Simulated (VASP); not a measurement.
# Mg (Fm-3m) in VASP: a series of runs

Aim: see how the results for Mg move with the level of theory and the settings. Levels: PBEsol, LDA, BLYP. Tasks: single point.

All numbers are computed with VASP 6.6.1; they aren't measurements. Logs are shortened: lines on timing, memory, paths and dates and some standing lists are left out, and cuts for length are marked.

### 1 The cell of the first run

The structure is cubic, space group Fm-3m (No. 225). Conventional cell: a = 4.489 Å, b = 4.489 Å, c = 4.489 Å, α = 90.00°, β = 90.00°, γ = 90.00°. Mg (site symmetry m-3m) has 12 Mg at 3.17 Å within 4.2 Å.

This isn't the form of Mg at room conditions, which is hcp.

### 2 Single point, PBEsol

Contents of INCAR:

```
PREC = Accurate
ENCUT = 600
EDIFF = 1E-6
ISMEAR = 1
SIGMA = 0.1
LREAL = F
LASPH = T
NELM = 120
ALGO = Normal
ISIF = 2
LWAVE = F
LCHARG = T
GGA = PS
LELF = T
LVHAR = T
NBANDS = 7
GGA_COMPAT = F
```

Contents of KPOINTS:

```
regular mesh
0
Gamma
  8 8 8
```

Contents of POSCAR:

```
Mg
1.0
    0.0000000000      2.2442560000      2.2442560000
    2.2442560000      0.0000000000      2.2442560000
    2.2442560000      2.2442560000      0.0000000000
Mg
1
Direct
    0.0000000000      0.0000000000      0.0000000000
```

Potentials or basis: VASP PAW PBE potentials, release 64 (Mg).

Run with:

```sh
$ cat potpaw_PBE.64/Mg/POTCAR > POTCAR
$ mpirun -np 1 vasp_std > vasp.out
```

OUTCAR:

```text
PREC = Accurate
   ENCUT = 600
   EDIFF = 1E-6
   ISMEAR = 1
   LREAL = F
   LASPH = T
   NELM = 120
   ISIF = 2
   GGA = PS

 ion  position               nearest neighbor table
   1  0.000  0.000  0.000-

  LATTYP: Found a face centered cubic cell.
 ALAT       =     4.4885120000

  Lattice vectors:

 A1 = (   0.0000000000,   2.2442560000,   2.2442560000)
 A2 = (   2.2442560000,   0.0000000000,   2.2442560000)
 A3 = (   2.2442560000,   2.2442560000,   0.0000000000)

Analysis of symmetry for initial positions (statically):
=====================================================================
 Subroutine PRICEL returns:
 Original cell was already a primitive cell.

 Routine SETGRP: Setting up the symmetry group for a
 face centered cubic supercell.

 Subroutine GETGRP returns: Found 48 space group operations
 (whereof 48 operations were pure point group operations)
 out of a pool of 48 trial point group operations.

The static configuration has the point symmetry O_h .

Analysis of symmetry for dynamics (positions and initial velocities):
=====================================================================
 Subroutine PRICEL returns:
 Original cell was already a primitive cell.

 Routine SETGRP: Setting up the symmetry group for a
 face centered cubic supercell.

 Subroutine GETGRP returns: Found 48 space group operations
 (whereof 48 operations were pure point group operations)
 out of a pool of 48 trial point group operations.

The dynamic configuration has the point symmetry O_h .

 Subroutine INISYM returns: Found 48 space group operations
 (whereof 48 operations are pure point group operations),
 and found     1 'primitive' translations

----------------------------------------------------------------------------------------

                                     Primitive cell

  volume of cell :      22.6072

  direct lattice vectors                    reciprocal lattice vectors
     0.000000000  2.244256000  2.244256000    -0.222790983  0.222790983  0.222790983
     2.244256000  0.000000000  2.244256000     0.222790983 -0.222790983  0.222790983
     2.244256000  2.244256000  0.000000000     0.222790983  0.222790983 -0.222790983

  length of vectors
     3.173857273  3.173857273  3.173857273     0.385885302  0.385885302  0.385885302

  position of ions in fractional coordinates (direct lattice)
     0.000000000  0.000000000  0.000000000

  ion indices of the primitive-cell ions
   primitive index   ion index
                 1           1

----------------------------------------------------------------------------------------

 KPOINTS: regular mesh

Automatic generation of k-mesh.
 Grid dimensions read from file:
 generate k-points for:    8    8    8

 Generating k-lattice:

  Cartesian coordinates                     Fractional coordinates (reciprocal lattice)
    -0.027848873  0.027848873  0.027848873     0.125000000  0.000000000  0.000000000
     0.027848873 -0.027848873  0.027848873     0.000000000  0.125000000  0.000000000
     0.027848873  0.027848873 -0.027848873     0.000000000  0.000000000  0.125000000

  Length of vectors
     0.048235663  0.048235663  0.048235663

  Shift w.r.t. Gamma in fractional coordinates (k-lattice)
     0.000000000  0.000000000  0.000000000

 Subroutine IBZKPT returns following result:
 ===========================================

 Found     29 irreducible k-points:

 Following reciprocal coordinates:
            Coordinates               Weight
  0.000000  0.000000  0.000000      1.000000
  0.125000  0.000000  0.000000      8.000000
  0.250000  0.000000  0.000000      8.000000
  0.375000  0.000000  0.000000      8.000000
  0.500000  0.000000  0.000000      4.000000
  0.125000  0.125000  0.000000      6.000000
[... 16 lines left out ...]
  0.500000  0.250000  0.125000     48.000000
 -0.375000  0.250000  0.125000     24.000000
 [... further k-points ...]
   k-points           NKPTS =     29   k-points in BZ     NKDIM =     29   number of bands    NBANDS=      7
   number of dos      NEDOS =    301   number of ions     NIONS =      1
   total plane-waves  NPLWV =  21952
   dimension x,y,z NGX =    28 NGY =   28 NGZ =   28
   dimension x,y,z NGXF=    56 NGYF=   56 NGZF=   56
   ions per type =               1
   NGX,Y,Z   is equivalent  to a cutoff of  14.67, 14.67, 14.67 a.u.
   NGXF,Y,Z  is equivalent  to a cutoff of  29.33, 29.33, 29.33 a.u.
 SYSTEM =  unknown system
   PREC   = accura    normal or accurate (medium, high low for compatibility)
   ISTART =      0    job   : 0-new  1-cont  2-samecut
   ICHARG =      2    charge: 1-file 2-atom 10-const
   ISPIN  =      1    spin polarized calculation?
   LNONCOLLINEAR =      F non collinear calculations
   LSORBIT =      F    spin-orbit coupling
   LASPH  =      T    aspherical Exc in radial PAW
   ENCUT  =  600.0 eV  44.10 Ry    6.64 a.u.   6.34  6.34  6.34*2*pi/ulx,y,z
   NELM   =    120;   NELMIN=  2; NELMDL= -5     # of ELM steps
   EDIFF  = 0.1E-05   stopping-criterion for ELM
   LREAL  =      F    real-space projection
   EDIFFG = 0.1E-04   stopping-criterion for IOM
   NSW    =      0    number of steps for IOM
   IBRION =     -1    ionic relax: 0-MD 1-quasi-New 2-CG
   NFREE  =      0    steps in history (QN), initial steepest desc. (CG)
   ISIF   =      2    stress and relaxation
   ISYM   =      2    0-nonsym 1-usesym 2-fastsym
   POTIM  = 0.5000    time-step for ionic-motion
   TEBEG  =    0.0;   TEEND  =   0.0 temperature during run
   PSTRESS=    0.0 pullay stress
   NELECT =       2.0000    total number of electrons
   NUPDOWN=      -1.0000    fix difference up-down
   EMIN   =  10.00;   EMAX   =-10.00  energy-range for DOS
   EFERMI =   0.00;   METHOD = LEGACY
   ISMEAR =     1;   SIGMA  =   0.10  broadening in eV -4-tet -1-fermi 0-gaus
   EFERMI_NEDOS =   21; number of points for ismear=-14 and -15
   IALGO  =     38    algorithm
   IMIX   =      4    mixing-type and parameters
     AMIX     =   0.40;   BMIX     =  1.00
     AMIX_MAG =   1.60;   BMIX_MAG =  1.00
  volume/ion in A,a.u.               =      22.61       152.56
  Fermi-wavevector in a.u.,A,eV,Ry     =   0.729462  1.378483  7.239854  0.532114
  Thomas-Fermi vector in A             =   1.821189
   LORBIT       =      0    0 simple, 1 ext, 2 COOP (PROOUT), +10 PAW based schemes
   GGA     = PS    functional components
   LHFCALC =     F    Hartree Fock is set to
   AEXX    =    0.0000 exact exchange contribution
   IVDW    =     0    specifies the selected vdW correction
   LEPSILON=     F    determine dielectric tensor
   LRPA    =     F    only Hartree local field effects (RPA)
 non-spin polarized calculation
 Methfessel and Paxton  Order N= 1 SIGMA  =   0.10
  energy-cutoff  :      600.00
  volume of cell :       22.61
 maximum number of plane-waves:       769
 NGX is ok and might be reduce to    28
   NGX = 13   NGY = 13   NGZ = 13

 number of electron       2.0000000 magnetization

 Free energy of the ion-electron system (eV)
  ---------------------------------------------------
  ext. energy  EPLUGINS =         0.00000000
  ---------------------------------------------------
  free energy    TOTEN  =        -1.70820003 eV

  energy without entropy =       -1.70788754  energy(sigma->0) =       -1.70809586

 E-fermi :   2.3635     XC(G=0):  -8.5826

 val. band max:        2.2879472461   @ k =  -0.3750   0.3750   0.1250
 cond. band min:       2.3968742815   @ k =   0.5000   0.1250   0.0000
 fundamental gap:      0.1089270354
 Fermi energy:         2.3634784523

 k-point     1 :       0.0000    0.0000    0.0000
  band No.  band energies     occupation
      1      -4.3245      2.00000
      2      15.0998      0.00000
      3      15.0998      0.00000
      4      15.0998      0.00000
      5      17.1164      0.00000
      6      17.1164      0.00000
      7      17.1164      0.00000

 k-point     2 :       0.1250    0.0000    0.0000
  band No.  band energies     occupation
      1      -3.9740      2.00000
      2      11.6429      0.00000
      3      14.5223      0.00000
      4      14.5223      0.00000
      5      16.8625      0.00000
      6      18.2828      0.00000
      7      18.2828      0.00000

 k-point     3 :       0.2500    0.0000    0.0000
  band No.  band energies     occupation
      1      -2.9301      2.00000
      2       7.6491      0.00000
      3      13.9444      0.00000
      4      13.9444      0.00000
      5      16.3155      0.00000
      6      17.2409      0.00000
      7      17.2409      0.00000

 k-point     4 :       0.3750    0.0000    0.0000
  band No.  band energies     occupation
      1      -1.2164      2.00000
      2       4.1285     -0.00000
      3      13.8270      0.00000
      4      13.8270      0.00000
      5      15.6393      0.00000
      6      15.6393      0.00000
      7      16.1731      0.00000

 k-point     5 :       0.5000    0.0000    0.0000
  band No.  band energies     occupation
      1       0.9287      2.00000
      2       1.3785      2.00000
      3      13.9960      0.00000
      4      13.9960      0.00000
      5      14.8907      0.00000
      6      14.8907      0.00000
      7      16.2968      0.00000
[... 161 lines left out ...]
 k-point    22 :       0.3750    0.2500    0.1250
  band No.  band energies     occupation
      1      -2.0120      2.00000
      2       7.9204      0.00000
      3       9.2362      0.00000
      4      12.1492      0.00000
      5      14.7471      0.00000
      6      16.7192      0.00000
      7      18.9026      0.00000

 k-point    23 :       0.5000    0.2500    0.1250
  band No.  band energies     occupation
      1      -0.3165      2.00000
      2       4.9352      0.00000
      3       8.5704      0.00000
      4      10.4694      0.00000
      5      15.4034      0.00000
      6      17.1846      0.00000
      7      19.0747      0.00000

 k-point    24 :      -0.3750    0.2500    0.1250
  band No.  band energies     occupation
      1       1.7814      2.00000
      2       2.2715      2.02924
      3       8.7013      0.00000
      4       9.6782      0.00000
      5      15.9982      0.00000
      6      16.0860      0.00000
      7      22.0698      0.00000

 [... further k-points ...]

------------------------ aborting loop because EDIFF is reached ----------------------------------------

  FORCE on cell =-STRESS in cart. coord.  units (eV):
  Direction    XX          YY          ZZ          XY          YZ          ZX
  --------------------------------------------------------------------------------------
  -------------------------------------------------------------------------------------
  Total        0.0203126      0.0203126      0.0203126     -0.0000000     -0.0000000      0.0000000
  in kB        1.4395548      1.4395548      1.4395548     -0.0000000     -0.0000000      0.0000000
  external PRESSURE =       1.4395548 kB  Pullay stress =       0.0000000 kB

 VOLUME and BASIS-vectors are now :
 -----------------------------------------------------------------------------
  energy-cutoff  :      600.00
  volume of cell :       22.61
      direct lattice vectors                 reciprocal lattice vectors
     0.000000000  2.244256000  2.244256000    -0.222790983  0.222790983  0.222790983
     2.244256000  0.000000000  2.244256000     0.222790983 -0.222790983  0.222790983
     2.244256000  2.244256000  0.000000000     0.222790983  0.222790983 -0.222790983

 POSITION                                       TOTAL-FORCE (eV/Angst)
 -----------------------------------------------------------------------------------
      0.00000      0.00000      0.00000         0.000000      0.000000      0.000000
 -----------------------------------------------------------------------------------
    total drift:                                0.000000     -0.000000     -0.000000

  FREE ENERGIE OF THE ION-ELECTRON SYSTEM (eV)
  ---------------------------------------------------
  free  energy   TOTEN  =        -1.7082000272 eV

  energy  without entropy=       -1.7078875405  energy(sigma->0) =       -1.70809586
```

It took 8.8 s on 1 thread of Intel Xeon Platinum 8375C at 2.90GHz (Ice Lake), shared host; peak memory 0.15 GiB.

Results:

- Free energy: -1.7082 eV
- Pressure: 0.1 GPa
- Band gap on the k mesh: zero (bands 1 and 2 overlap by 2.73 eV)

Caveat: the PAW data sets were made with another functional, which shifts forces and pressure a little.

### 3 Single point, LDA

Contents of INCAR:

```
SYSTEM = Mg
PREC = Accurate ; ENCUT = 600
EDIFF = 1E-6 ; ISMEAR = 1
SIGMA = 0.1 ; LREAL = .False.
LASPH = .True. ; NELM = 120
ALGO = Normal ; ISIF = 2
LWAVE = .False. ; LCHARG = .True.
LELF = .True. ; LVHAR = .True.
NBANDS = 7 ; GGA_COMPAT = .False.
```

Contents of KPOINTS:

```
Automatic mesh
0
Gamma
  8 8 8
  0 0 0
```

POSCAR is that of step 2.

Potentials or basis: VASP PAW LDA potentials, release 64 (Mg).

Run with:

```sh
$ cat potpaw_LDA.64/Mg/POTCAR > POTCAR
$ mpirun -np 1 vasp_std > vasp.out
```

Run time: 9.7 s. Hardware: 1 thread of Intel Xeon Platinum 8375C at 2.90GHz (Ice Lake), shared host; peak memory 0.13 GiB.

Results (log left out):

| Property | Result |
| --- | --- |
| Free energy | -1.7895 eV |
| Pressure | -1.6 GPa |
| Band gap on the k mesh | zero (bands 1 and 2 overlap by 2.78 eV) |

Levels at points of the mesh, in eV from the Fermi level:
```csv
k point,band 1,band 2,band 3,band 4,band 5,band 6
"(0.00, 0.00, 0.00)",-6.67,12.70,12.70,12.70,14.58,14.58
"(0.50, 0.00, 0.00)",-1.40,-1.02,11.63,11.63,12.36,12.36
"(0.50, 0.50, 0.00)",0.09,1.10,6.45,7.26,7.26,10.09
```

### 4 Single point, BLYP

Contents of INCAR:

```
SYSTEM = Mg
PREC = Accurate
ENCUT = 600
EDIFF = 1E-6
ISMEAR = 1
SIGMA = 0.1
LREAL = .False.
LASPH = .True.
NELM = 120
ALGO = Normal
ISIF = 2
LWAVE = .False.
LCHARG = .False.
GGA = B5
ALDAX = 1.0
AGGAX = 1.0
AGGAC = 1.0
ALDAC = 0.0
NBANDS = 7
GGA_COMPAT = .False.
```

Contents of KPOINTS:

```
regular mesh
0
Gamma
  8 8 8
  0 0 0
```

POSCAR is that of step 3.

Potentials or basis: VASP PAW PBE potentials, release 64 (Mg).

Run with:

```sh
$ cat potpaw_PBE.64/Mg/POTCAR > POTCAR
$ mpirun -np 1 vasp_std > vasp.out
```

Wall time 15 s (1 thread of Intel Xeon Platinum 8375C at 2.90GHz (Ice Lake), shared host); peak memory 0.15 GiB.

It converged, with:

| Property | Result |
| --- | --- |
| Free energy | -0.7286 eV |
| Pressure | 1.7 GPa |
| Band gap on the k mesh | zero (bands 1 and 2 overlap by 2.81 eV) |

Levels at points of the mesh, in eV from the Fermi level:
```tsv
k point	band 1	band 2	band 3	band 4	band 5
(0.00, 0.00, 0.00)	-6.68	12.69	12.69	12.69	14.60
(0.50, 0.00, 0.00)	-1.36	-1.06	11.66	11.66	12.35
(0.50, 0.50, 0.00)	0.08	1.13	6.43	7.27	7.27
```

Caveat: the PAW data sets were made with another functional, which shifts forces and pressure a little.

### 5 Summary

| level | potentials or basis | gap on the mesh (eV) | pressure (GPa) |
| --- | --- | --- | --- |
| PBEsol | VASP PAW PBE potentials, release 64 (Mg) | none | 0.1 |
| LDA | VASP PAW LDA potentials, release 64 (Mg) | none | -1.6 |
| BLYP | VASP PAW PBE potentials, release 64 (Mg) | none | 1.7 |

Alike in all rows: task single point; no spin polarisation; cell as given; k mesh 8 × 8 × 8; cutoff (eV) 600; smearing methfessel-paxton 0.1 eV.

Caveats: the PAW data sets were made with another functional, which shifts forces and pressure a little (at least some runs).

Absolute energies hang on the potentials; compare differences alone.

The gap in the log of VASP goes by the Fermi energy; the results here count the filled bands.